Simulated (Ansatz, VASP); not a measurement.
**F: VASP beside Ansatz**

File INCAR:

```
SYSTEM = F
  PREC = Accurate
  ENCUT = 520
  EDIFF = 1E-6
  ISMEAR = 0
  SIGMA = 0.02
  LREAL = .False.
  LASPH = .True.
  NELM = 60
  ALGO = Normal
  ISIF = 2
  LWAVE = .False.
  LCHARG = .False.
  GGA = PE
  NBANDS = 22
```

File KPOINTS:

```
regular mesh
0
Gamma
  10 10 4
  0 0 0
```

The input POSCAR:

```
F
1.0
    2.8294779000     -1.6777906000     -0.0105099000
    2.8069771000      1.6400606000     -0.0067051000
   -1.5964040707      0.0187962518      7.1823574729
F
4
Direct
    0.0548187986      0.0325381732      0.1020168773
    0.9451812014      0.9674618268      0.8979831227
    0.5061840955      0.4662271526      0.5905536259
    0.4938159045      0.5337728474      0.4094463741
```

Input for Ansatz:

```yaml
crystal:
  lattice:
    - [2.8294779, -1.6777906, -0.0105099]
    - [2.8069771, 1.6400606, -0.0067051]
    - [-1.5964040707, 0.0187962518, 7.1823574729]
  atoms:
    - { symbol: F, position: [0.0548187986, 0.0325381732, 0.1020168773] }
    - { symbol: F, position: [0.9451812014, 0.9674618268, 0.8979831227] }
    - { symbol: F, position: [0.5061840955, 0.4662271526, 0.5905536259] }
    - { symbol: F, position: [0.4938159045, 0.5337728474, 0.4094463741] }
basis:
  ecutwfc: 420
kpoints:
  mp_grid: { grid: [10, 10, 4] }
hamiltonian:
  xc: pbe
scf:
  occupations: { method: gaussian, width: 0.02 }
output:
  forces: true
  stress: true
  eigenvalues: true
```

Alike in both runs: task single point; functional PBE; k mesh 10 × 10 × 4; occupations gaussian, width 0.02 eV; no spin polarisation.

```csv
,VASP,Ansatz
version,VASP 6.6.1,Ansatz 0.2.0
potentials or method,"VASP PAW PBE potentials, release 64 (F), cutoff 520 eV","scalar-relativistic, plane waves, PAW"
valence electrons in the cell,28,28
```

Ansatz gave:

- gap on the k mesh at the Fermi level (eV): 2.25
- least direct gap on the mesh (eV): 2.25
- pressure (GPa): 0.0
- traceless stress, the component that is largest in VASP (GPa): -1.98
- rms of the force components (eV/Å): 0.880

Question: What did VASP give for the same quantities?

Answer: gap on the k mesh at the Fermi level (eV): 2.20; least direct gap on the mesh (eV): 2.20; pressure (GPa): 0.3; traceless stress, the component that is largest in VASP (GPa): -2.31; rms of the force components (eV/Å): 0.928.

Atom by atom the forces differ by 0.212 eV/Å (rms over components).
